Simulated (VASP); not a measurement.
**NaTa6: relaxation of the atoms with PBEsol**

NaTa6, a slab with vacuum:

```
Ta Na
1.0
     4.63936    0.00000    0.00000
    -2.31968    4.01780    0.00000
     0.00000    0.00000   19.94421
Ta Na
6 1
Cartesian
  2.3197 1.3393 4.0000
  0.0000 2.6785 4.9470
  0.0000 0.0000 5.8940
  2.3197 1.3393 6.7819
  0.0000 2.6785 7.6084
  0.0000 0.0000 8.4442
  2.3197 1.3393 9.9842
```

```yaml
Program: VASP 6.6.1
Task: relaxation of the atoms
Functional: PBEsol
Potentials_or_basis: VASP PAW PBE potentials, release 64 (Ta_pv, Na_pv)
Cutoff: 450 eV
k_mesh: 6 × 6 × 1
Occupations: gaussian, width 0.1 eV
Spin: no spin polarisation
Dipole_correction: yes
Atoms_held_fixed_from_0: "[0, 1, 2, 3, 4, 5]"
Further_INCAR_settings: ALGO = Normal; EDIFF = 1e-07; NELMDL = -8; IBRION = 2; EDIFFG = -0.025; NSW = 36
Atoms_held_along_some_axes_from_0: atom 6 along a and b
```

```
Energy gained by relaxing : 10.3 meV/atom
Ionic steps               : 5
Band gap on the k mesh    : zero (an odd number of electrons rules out a gap without spin polarisation)
```

Step by step:
```csv
step,energy change (eV),largest force on free atoms (eV/Å),pressure (GPa)
1,0.0000,0.5490,-1.36
2,-0.0137,0.4864,-1.41
3,-0.0453,0.3134,-1.52
4,-0.0715,0.0298,-1.73
5,-0.0718,0.0036,-1.75
```

Final structure:
```xyz
7
Lattice="4.6394 0.0000 0.0000 -2.3197 4.0178 0.0000 0.0000 0.0000 19.9442" Properties=species:S:1:pos:R:3 pbc="T T T"
Ta    2.3197    1.3393    4.0000
Ta    0.0000    2.6785    4.9470
Ta    0.0000    0.0000    5.8940
Ta    2.3197    1.3393    6.7819
Ta    0.0000    2.6785    7.6084
Ta    0.0000    0.0000    8.4442
Na    2.3197    1.3393   10.2658
```

Levels at points of the mesh, in eV from the Fermi level:
| k point | band 34 | band 35 | band 36 | band 37 | band 38 | band 39 | band 40 | band 41 |
| --- | --- | --- | --- | --- | --- | --- | --- | --- |
| (0.00, 0.00, 0.00) | -1.04 | -0.86 | -0.44 | -0.44 | 0.15 | 0.22 | 0.22 | 1.11 |
| (0.50, 0.00, 0.00) | -0.98 | -0.75 | -0.31 | -0.04 | 0.09 | 0.80 | 1.02 | 1.12 |

It took 20 min on 1 thread of AMD EPYC 7R43 64-Core Processor (Zen 3), on a shared host, peak memory 0.38 GiB.

Caveat: the PAW data sets were made with another functional, which shifts forces and pressure a little; spin-orbit coupling is left out, which moves the levels of the heavy elements.
